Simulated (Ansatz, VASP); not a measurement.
# SnO in VASP and in Ansatz

```
CELL_PARAMETERS angstrom
2.73691 -2.73780 0.00000
2.73691 2.73780 0.00000
0.00000 0.00000 10.22196
ATOMIC_POSITIONS crystal
Sn 0.73655 0.26345 0.86386
Sn 0.26345 0.73655 0.13614
Sn 0.76345 0.23655 0.36386
Sn 0.23655 0.76345 0.63614
O 0.26194 0.23806 0.25000
O 0.73806 0.76194 0.75000
O 0.23806 0.26194 0.75000
O 0.76194 0.73806 0.25000
```

Alike in both runs: task single point; functional PBE; dispersion D3(BJ); k mesh 6 × 6 × 2; occupations gaussian, width 0.1 eV; no spin polarisation.

|  | VASP | Ansatz |
| --- | --- | --- |
| version | VASP 6.6.1 | Ansatz 0.2.0 |
| potentials or method | VASP PAW PBE potentials, release 64 (Sn_d, O), cutoff 520 eV | scalar-relativistic, plane waves, PAW |
| valence electrons in the cell | 80 | 80 |

```tsv
	VASP	Ansatz	Ansatz less VASP
gap on the k mesh at the Fermi level (eV)	0.54	0.53	-0.009
least direct gap on the mesh (eV)	1.74	1.79	+0.051
pressure (GPa)	-2.0	-2.2	-0.23
rms of the force components (eV/Å)	0.021	0.038	+0.0175
```

Atom by atom the forces differ by 0.036 eV/Å (rms over components).
